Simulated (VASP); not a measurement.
# LiH in VASP: a series of runs

The runs below take LiH through single point, with PBE.

Everything below comes from runs of VASP 6.6.1. Logs are shortened: lines on timing, memory, paths and dates and some standing lists are left out, and cuts for length are marked.

## (1) The cell of the first run

The structure is cubic, space group Fm-3m (No. 225). Conventional cell: a = 3.886 Å, b = 3.886 Å, c = 3.886 Å, α = 90.00°, β = 90.00°, γ = 90.00°. Li (site symmetry m-3m) has 6 H at 1.94 Å within 2.6 Å. H (site symmetry m-3m) has 6 Li at 1.94 Å within 2.6 Å.

## (2) Single point, PBE (strain -3.0%)

The input, INCAR:

```
  PREC = Accurate
  ENCUT = 520
  EDIFF = 1E-7
  ISMEAR = 0
  SIGMA = 0.01
  LREAL = False
  LASPH = True
  NELM = 80
  ALGO = Normal
  ISIF = 2
  LWAVE = False
  LCHARG = False
  GGA = PE
  NBANDS = 9
```

The input, KPOINTS:

```
regular mesh
0
Gamma
  6 6 6
```

The input, POSCAR:

```
LiH
1.0
    0.0000000000      1.9429049959      1.9429049959
    1.9429049959      0.0000000000      1.9429049959
    1.9429049959      1.9429049959      0.0000000000
Li H
1 1
Direct
    0.0000000000      0.0000000000      0.0000000000
    0.5000000000      0.5000000000      0.5000000000
```

Potentials or basis: VASP PAW PBE potentials, release 64 (Li_sv, H).

Started as:

```
cat potpaw_PBE.64/Li_sv/POTCAR potpaw_PBE.64/H/POTCAR > POTCAR
mpirun -np 1 vasp_std > vasp.out
```

OUTCAR:

```text
PREC = Accurate
   ENCUT = 520
   EDIFF = 1E-7
   ISMEAR = 0
   LREAL = False
   LASPH = True
   NELM = 80
   ISIF = 2
   GGA = PE

 ion  position               nearest neighbor table
   1  0.000  0.000  0.000-
   2  0.500  0.500  0.500-

  LATTYP: Found a face centered cubic cell.
 ALAT       =     3.8858099918

  Lattice vectors:

 A1 = (   0.0000000000,   1.9429049959,   1.9429049959)
 A2 = (   1.9429049959,   0.0000000000,   1.9429049959)
 A3 = (   1.9429049959,   1.9429049959,   0.0000000000)

Analysis of symmetry for initial positions (statically):
=====================================================================
 Subroutine PRICEL returns:
 Original cell was already a primitive cell.

 Routine SETGRP: Setting up the symmetry group for a
 face centered cubic supercell.

 Subroutine GETGRP returns: Found 48 space group operations
 (whereof 48 operations were pure point group operations)
 out of a pool of 48 trial point group operations.

The static configuration has the point symmetry O_h .

Analysis of symmetry for dynamics (positions and initial velocities):
=====================================================================
 Subroutine PRICEL returns:
 Original cell was already a primitive cell.

 Routine SETGRP: Setting up the symmetry group for a
 face centered cubic supercell.

 Subroutine GETGRP returns: Found 48 space group operations
 (whereof 48 operations were pure point group operations)
 out of a pool of 48 trial point group operations.

The dynamic configuration has the point symmetry O_h .

 Subroutine INISYM returns: Found 48 space group operations
 (whereof 48 operations are pure point group operations),
 and found     1 'primitive' translations

----------------------------------------------------------------------------------------

                                     Primitive cell

  volume of cell :      14.6685

  direct lattice vectors                    reciprocal lattice vectors
     0.000000000  1.942904996  1.942904996    -0.257346603  0.257346603  0.257346603
     1.942904996  0.000000000  1.942904996     0.257346603 -0.257346603  0.257346603
     1.942904996  1.942904996  0.000000000     0.257346603  0.257346603 -0.257346603

  length of vectors
     2.747682596  2.747682596  2.747682596     0.445737391  0.445737391  0.445737391

  position of ions in fractional coordinates (direct lattice)
     0.000000000  0.000000000  0.000000000
     0.500000000  0.500000000  0.500000000

  ion indices of the primitive-cell ions
   primitive index   ion index
                 1           1
                 2           2

----------------------------------------------------------------------------------------

 KPOINTS: regular mesh

Automatic generation of k-mesh.
 Grid dimensions read from file:
 generate k-points for:    6    6    6

 Generating k-lattice:

  Cartesian coordinates                     Fractional coordinates (reciprocal lattice)
    -0.042891100  0.042891100  0.042891100     0.166666667  0.000000000  0.000000000
     0.042891100 -0.042891100  0.042891100     0.000000000  0.166666667  0.000000000
     0.042891100  0.042891100 -0.042891100     0.000000000  0.000000000  0.166666667

  Length of vectors
     0.074289565  0.074289565  0.074289565

  Shift w.r.t. Gamma in fractional coordinates (k-lattice)
     0.000000000  0.000000000  0.000000000

 Subroutine IBZKPT returns following result:
 ===========================================

 Found     16 irreducible k-points:

 Following reciprocal coordinates:
            Coordinates               Weight
  0.000000  0.000000  0.000000      1.000000
  0.166667  0.000000  0.000000      8.000000
  0.333333  0.000000  0.000000      8.000000
  0.500000  0.000000  0.000000      4.000000
  0.166667  0.166667  0.000000      6.000000
  0.333333  0.166667  0.000000     24.000000
[... 8 lines left out ...]
 -0.333333  0.333333  0.166667     24.000000
 -0.333333  0.500000  0.166667     12.000000
   k-points           NKPTS =     16   k-points in BZ     NKDIM =     16   number of bands    NBANDS=      9
   number of dos      NEDOS =    301   number of ions     NIONS =      2
   total plane-waves  NPLWV =   8000
   dimension x,y,z NGX =    20 NGY =   20 NGZ =   20
   dimension x,y,z NGXF=    40 NGYF=   40 NGZF=   40
   ions per type =               1   1
   NGX,Y,Z   is equivalent  to a cutoff of  12.10, 12.10, 12.10 a.u.
   NGXF,Y,Z  is equivalent  to a cutoff of  24.20, 24.20, 24.20 a.u.
 SYSTEM =  unknown system
   PREC   = accura    normal or accurate (medium, high low for compatibility)
   ISTART =      0    job   : 0-new  1-cont  2-samecut
   ICHARG =      2    charge: 1-file 2-atom 10-const
   ISPIN  =      1    spin polarized calculation?
   LNONCOLLINEAR =      F non collinear calculations
   LSORBIT =      F    spin-orbit coupling
   LASPH  =      T    aspherical Exc in radial PAW
   ENCUT  =  520.0 eV  38.22 Ry    6.18 a.u.   5.11  5.11  5.11*2*pi/ulx,y,z
   NELM   =     80;   NELMIN=  2; NELMDL= -5     # of ELM steps
   EDIFF  = 0.1E-06   stopping-criterion for ELM
   LREAL  =      F    real-space projection
   EDIFFG = 0.1E-05   stopping-criterion for IOM
   NSW    =      0    number of steps for IOM
   IBRION =     -1    ionic relax: 0-MD 1-quasi-New 2-CG
   NFREE  =      0    steps in history (QN), initial steepest desc. (CG)
   ISIF   =      2    stress and relaxation
   ISYM   =      2    0-nonsym 1-usesym 2-fastsym
   POTIM  = 0.5000    time-step for ionic-motion
   TEBEG  =    0.0;   TEEND  =   0.0 temperature during run
   PSTRESS=    0.0 pullay stress
   NELECT =       4.0000    total number of electrons
   NUPDOWN=      -1.0000    fix difference up-down
   EMIN   =  10.00;   EMAX   =-10.00  energy-range for DOS
   EFERMI =   0.00;   METHOD = LEGACY
   ISMEAR =     0;   SIGMA  =   0.01  broadening in eV -4-tet -1-fermi 0-gaus
   EFERMI_NEDOS =   21; number of points for ismear=-14 and -15
   IALGO  =     38    algorithm
   IMIX   =      4    mixing-type and parameters
     AMIX     =   0.40;   BMIX     =  1.00
     AMIX_MAG =   1.60;   BMIX_MAG =  1.00
  volume/ion in A,a.u.               =       7.33        49.49
  Fermi-wavevector in a.u.,A,eV,Ry     =   1.061614  2.006159 15.334094  1.127024
  Thomas-Fermi vector in A             =   2.197036
   LORBIT       =      0    0 simple, 1 ext, 2 COOP (PROOUT), +10 PAW based schemes
   GGA     = PE    functional components
   LHFCALC =     F    Hartree Fock is set to
   AEXX    =    0.0000 exact exchange contribution
   IVDW    =     0    specifies the selected vdW correction
   LEPSILON=     F    determine dielectric tensor
   LRPA    =     F    only Hartree local field effects (RPA)
 non-spin polarized calculation
 Gauss-broadening in eV      SIGMA  =   0.01
  energy-cutoff  :      520.00
  volume of cell :       14.67
 maximum number of plane-waves:       411
   NGX = 11   NGY = 11   NGZ = 11

 number of electron       3.9999993 magnetization

 Free energy of the ion-electron system (eV)
  ---------------------------------------------------
  ext. energy  EPLUGINS =         0.00000000
  ---------------------------------------------------
  free energy    TOTEN  =        -6.10952053 eV

  energy without entropy =       -6.10952053  energy(sigma->0) =       -6.10952053

 E-fermi :   0.8093     XC(G=0):  -8.8154

 val. band max:        0.5529833570   @ k =   0.5000   0.5000   0.0000
 cond. band min:       3.4533555342   @ k =   0.5000   0.5000   0.0000
 fundamental gap:      2.9003721772
 Fermi energy:         0.8093121587

 k-point     1 :       0.0000    0.0000    0.0000
  band No.  band energies     occupation
      1     -43.6728      2.00000
      2      -5.2410      2.00000
      3      17.8851      0.00000
      4      19.4177      0.00000
      5      19.4178      0.00000
      6      19.4178      0.00000
      7      24.3111      0.00000
      8      24.3111      0.00000
      9      24.3111      0.00000

 k-point     2 :       0.1667    0.0000    0.0000
  band No.  band energies     occupation
      1     -43.6561      2.00000
      2      -4.7417      2.00000
      3      13.7740      0.00000
      4      17.5993      0.00000
      5      18.5223      0.00000
      6      18.5223      0.00000
      7      24.2487      0.00000
      8      25.6890      0.00000
      9      25.6890      0.00000

 k-point     3 :       0.3333    0.0000    0.0000
  band No.  band energies     occupation
      1     -43.6234      2.00000
      2      -3.3994      2.00000
      3       8.2362      0.00000
      4      15.7440      0.00000
      5      17.8526      0.00000
      6      17.8526      0.00000
      7      22.2047      0.00000
      8      22.2047      0.00000
      9      27.0423      0.00000

 k-point     4 :       0.5000    0.0000    0.0000
  band No.  band energies     occupation
      1     -43.6068      2.00000
      2      -2.3575      2.00000
      3       5.7053      0.00000
      4      15.0431      0.00000
      5      17.9235      0.00000
      6      17.9235      0.00000
      7      20.5814      0.00000
      8      20.5814      0.00000
      9      29.5963      0.00000
[... 109 lines left out ...]
 k-point    14 :       0.5000    0.3333    0.1667
  band No.  band energies     occupation
      1     -43.6024      2.00000
      2      -1.9258      2.00000
      3       8.0662      0.00000
      4       8.8388      0.00000
      5      14.1730      0.00000
      6      18.8693      0.00000
      7      22.4262      0.00000
      8      27.2037      0.00000
      9      31.4654      0.00000

 k-point    15 :      -0.3333    0.3333    0.1667
  band No.  band energies     occupation
      1     -43.5917      2.00000
      2      -0.6922      2.00000
      3       5.8502      0.00000
      4       7.8654      0.00000
      5      13.7944      0.00000
      6      18.4659      0.00000
      7      25.7553      0.00000
      8      27.5991      0.00000
      9      29.7121      0.00000

 k-point    16 :      -0.3333    0.5000    0.1667
  band No.  band energies     occupation
      1     -43.5868      2.00000
      2       0.3377      2.00000
      3       4.5395      0.00000
      4       7.7578      0.00000
      5      12.7957      0.00000
      6      19.2266      0.00000
      7      21.3636      0.00000
      8      31.0411      0.00000
      9      31.4682      0.00000

------------------------ aborting loop because EDIFF is reached ----------------------------------------

  FORCE on cell =-STRESS in cart. coord.  units (eV):
  Direction    XX          YY          ZZ          XY          YZ          ZX
  --------------------------------------------------------------------------------------
  -------------------------------------------------------------------------------------
  Total        0.3361749      0.3361749      0.3361749     -0.0000000     -0.0000000     -0.0000000
  in kB       36.7190259     36.7190259     36.7190259     -0.0000000     -0.0000000     -0.0000000
  external PRESSURE =      36.7190259 kB  Pullay stress =       0.0000000 kB

 VOLUME and BASIS-vectors are now :
 -----------------------------------------------------------------------------
  energy-cutoff  :      520.00
  volume of cell :       14.67
      direct lattice vectors                 reciprocal lattice vectors
     0.000000000  1.942904996  1.942904996    -0.257346603  0.257346603  0.257346603
     1.942904996  0.000000000  1.942904996     0.257346603 -0.257346603  0.257346603
     1.942904996  1.942904996  0.000000000     0.257346603  0.257346603 -0.257346603

 POSITION                                       TOTAL-FORCE (eV/Angst)
 -----------------------------------------------------------------------------------
      0.00000      0.00000      0.00000         0.000000      0.000000      0.000000
      1.94290      1.94290      1.94290        -0.000000     -0.000000     -0.000000
 -----------------------------------------------------------------------------------
    total drift:                                0.000000     -0.000000      0.000000

  FREE ENERGIE OF THE ION-ELECTRON SYSTEM (eV)
  ---------------------------------------------------
  free  energy   TOTEN  =        -6.1095205301 eV

  energy  without entropy=       -6.1095205301  energy(sigma->0) =       -6.10952053
```

Wall time 2.4 s (1 thread of Intel Xeon 6975P-C (Granite Rapids), shared host); peak memory 0.11 GiB.

What came out:

```
Free energy            : -6.1095 eV
Band gap on the k mesh : 2.90 eV, direct
```

Levels at points of the mesh, in eV from the valence-band top:
| k point | band 1 | band 2 | band 3 | band 4 | band 5 |
| --- | --- | --- | --- | --- | --- |
| (0.00, 0.00, 0.00) | -44.23 | -5.79 | 17.33 | 18.86 | 18.86 |
| (0.50, 0.00, 0.00) | -44.16 | -2.91 | 5.15 | 14.49 | 17.37 |
| (0.50, 0.50, 0.00) | -44.14 | 0.00 | 2.90 | 11.28 | 11.28 |

Caveat: the k points lie up to 0.47 Å⁻¹ apart; the cell differs from its parent crystal (strain -3.0%); the cutoff is under 1.25 times the usual one of these potentials, so pressure, stress and relaxed cells hold a basis-set (Pulay) error. A k mesh can miss the band edges.

## (3) Single point, PBE (strain along [111] +1.5%)

The input, INCAR:

```
ALGO     = Normal         # electronic algorithm
EDIFF    = 1E-7           # SCF threshold, eV
ENCUT    = 520            # plane-wave cutoff, eV
GGA      = PE             # functional
ISIF     = 2              # what is computed and relaxed
ISMEAR   = 0              # smearing method
LASPH    = T              # aspherical terms in the spheres
LCHARG   = T              # write CHGCAR
LELF     = T              # ELF
LREAL    = F              # projectors in reciprocal space
LVHAR    = T            
LWAVE    = F              # write WAVECAR
NBANDS   = 9              # bands
NELM     = 80             # most SCF steps
PREC     = Accurate       # precision mode
SIGMA    = 0.01           # smearing width, eV
```

The input, KPOINTS:

```
k-points
0
Gamma
  6 6 6
```

The input, POSCAR:

```
LiH
1.0
    0.0200299484      2.0230247895      2.0230247895
    2.0230247895      0.0200299484      2.0230247895
    2.0230247895      2.0230247895      0.0200299484
Li H
1 1
Direct
    0.0000000000      0.0000000000      0.0000000000
    0.5000000000      0.5000000000      0.5000000000
```

Potentials or basis: VASP PAW PBE potentials, release 64 (Li_sv, H).

Started as:

```
cat potpaw_PBE.64/Li_sv/POTCAR potpaw_PBE.64/H/POTCAR > POTCAR
mpirun -np 1 vasp_std > vasp.out
```

It took 3.3 s on 1 thread of Intel Xeon 6975P-C (Granite Rapids), shared host; peak memory 0.13 GiB.

Results (log left out):

| Item | Value |
| --- | --- |
| Free energy | -6.1250 eV |
| Band gap on the k mesh | 2.99 eV, direct |

Levels at points of the mesh, in eV from the valence-band top:
| k point | band 1 | band 2 | band 3 | band 4 | band 5 | band 6 |
| --- | --- | --- | --- | --- | --- | --- |
| (0.00, 0.00, 0.00) | -44.31 | -5.39 | 15.92 | 17.46 | 17.90 | 17.90 |
| (0.50, 0.00, 0.00) | -44.26 | -2.56 | 4.93 | 13.48 | 16.25 | 16.39 |
| (0.50, 0.50, 0.00) | -44.25 | 0.00 | 2.99 | 10.59 | 10.91 | 13.89 |
| (0.50, 0.50, 0.50) | -44.27 | -2.69 | 4.78 | 13.74 | 16.58 | 16.58 |

Caveat: the k points lie up to 0.45 Å⁻¹ apart; the cell differs from its parent crystal (strain along [111] +1.5%); the cutoff is under 1.25 times the usual one of these potentials, so pressure, stress and relaxed cells hold a basis-set (Pulay) error. A k mesh can miss the band edges.

## (4) Single point, PBE (epitaxial xy strain +1.0%)

The input, INCAR:

```
SYSTEM = LiH
PREC = Accurate
ENCUT = 520
EDIFF = 1E-7
ISMEAR = 0
SIGMA = 0.01
LREAL = .FALSE.
LASPH = .TRUE.
NELM = 80
ALGO = Normal
ISIF = 2
LWAVE = .FALSE.
LCHARG = .FALSE.
GGA = PE
NBANDS = 9
```

The input, KPOINTS:

```
regular mesh
0
G
  6 6 6
  0 0 0
```

The input, POSCAR:

```
LiH
1.0
    0.0000000000      2.0230247895      1.9965451169
    2.0230247895      0.0000000000      1.9965451169
    2.0230247895      2.0230247895      0.0000000000
Li H
1 1
Direct
    0.0000000000      0.0000000000      0.0000000000
    0.5000000000      0.5000000000      0.5000000000
```

Started as:

```
cat potpaw_PBE.64/Li_sv/POTCAR potpaw_PBE.64/H/POTCAR > POTCAR
mpirun -np 1 vasp_std > vasp.out
```

Wall time 3.3 s (1 thread of Intel Xeon 6975P-C (Granite Rapids), shared host); peak memory 0.12 GiB.

It converged, with:

- Free energy: -6.1253 eV
- Band gap on the k mesh: 2.86 eV, indirect (least direct gap 2.96 eV)

Levels at points of the mesh, in eV from the valence-band top:
| k point | band 1 | band 2 | band 3 | band 4 | band 5 | band 6 |
| --- | --- | --- | --- | --- | --- | --- |
| (0.00, 0.00, 0.00) | -44.37 | -5.44 | 15.83 | 17.60 | 17.71 | 17.71 |
| (0.50, 0.00, 0.00) | -44.33 | -2.65 | 4.82 | 13.46 | 16.17 | 16.44 |
| (0.50, 0.50, 0.00) | -44.32 | 0.00 | 3.04 | 10.54 | 10.54 | 13.68 |
| (0.50, 0.00, 0.50) | -44.32 | -0.10 | 2.86 | 10.69 | 10.80 | 13.89 |

Caveat: the k points lie up to 0.45 Å⁻¹ apart; the cell differs from its parent crystal (epitaxial xy strain +1.0%); the cutoff is under 1.25 times the usual one of these potentials, so pressure, stress and relaxed cells hold a basis-set (Pulay) error. A k mesh can miss the band edges.

## (5) Single point, PBE (uniaxial z strain +0.5%)

The input, INCAR:

```
SYSTEM = LiH
PREC = Accurate
ENCUT = 520
EDIFF = 1E-6
ISMEAR = 0
SIGMA = 0.01
LREAL = .False.
LASPH = .True.
NELM = 80
ALGO = Normal
ISIF = 2
LWAVE = .False.
LCHARG = .False.
GGA = PE
NBANDS = 9
```

The input, KPOINTS:

```
Automatic mesh
0
Gamma
  6 6 6
  0 0 0
```

The input, POSCAR:

```
LiH
1.0
    0.0000000000      2.0029948411      2.0130098153
    2.0029948411      0.0000000000      2.0130098153
    2.0029948411      2.0029948411      0.0000000000
Li H
1 1
Direct
    0.0000000000      0.0000000000      0.0000000000
    0.5000000000      0.5000000000      0.5000000000
```

Started as:

```
cat potpaw_PBE.64/Li_sv/POTCAR potpaw_PBE.64/H/POTCAR > POTCAR
mpirun -np 1 vasp_std > vasp.out
```

It took 2.7 s on 1 thread of Intel Xeon 6975P-C (Granite Rapids), shared host; peak memory 0.12 GiB.

It converged, with:

| Property | Result |
| --- | --- |
| Free energy | -6.1260 eV |
| Band gap on the k mesh | 2.92 eV, indirect (least direct gap 2.96 eV) |

Levels at points of the mesh, in eV from the valence-band top:
```
           k point  band 1  band 2  band 3  band 4  band 5
(0.00, 0.00, 0.00)  -44.31   -5.43   16.04   17.83   17.83
(0.50, 0.00, 0.00)  -44.26   -2.63    4.90   13.62   16.41
(0.50, 0.50, 0.00)  -44.25   -0.04    2.92   10.84   10.84
(0.50, 0.00, 0.50)  -44.25    0.00    2.99   10.74   10.78
```

Caveat: the k points lie up to 0.45 Å⁻¹ apart; the cell differs from its parent crystal (uniaxial z strain +0.5%); the cutoff is under 1.25 times the usual one of these potentials, so pressure, stress and relaxed cells hold a basis-set (Pulay) error. A k mesh can miss the band edges.

## (6) Summary

```tsv
cell	gap on the mesh (eV)
a = 2.748 Å, angles 60.0°, 2 atoms	2.90
a = 2.861 Å, angles 59.3°, 2 atoms	2.99
a = 2.842, b = 2.842, c = 2.861 Å, angles 59.8, 59.8, 60.4°, 2 atoms	2.86
a = 2.840, b = 2.840, c = 2.833 Å, angles 60.1, 60.1, 59.8°, 2 atoms	2.92
```

Alike in all rows: task single point; level PBE; potentials or basis VASP PAW PBE potentials, release 64 (Li_sv, H); no spin polarisation; k mesh 6 × 6 × 6; cutoff (eV) 520; smearing gaussian 0.01 eV.

Caveats: all runs use coarse meshes; the cutoff is under 1.25 times the usual one of these potentials, so pressure, stress and relaxed cells hold a basis-set (Pulay) error.

Absolute energies hang on the potentials; compare differences alone.
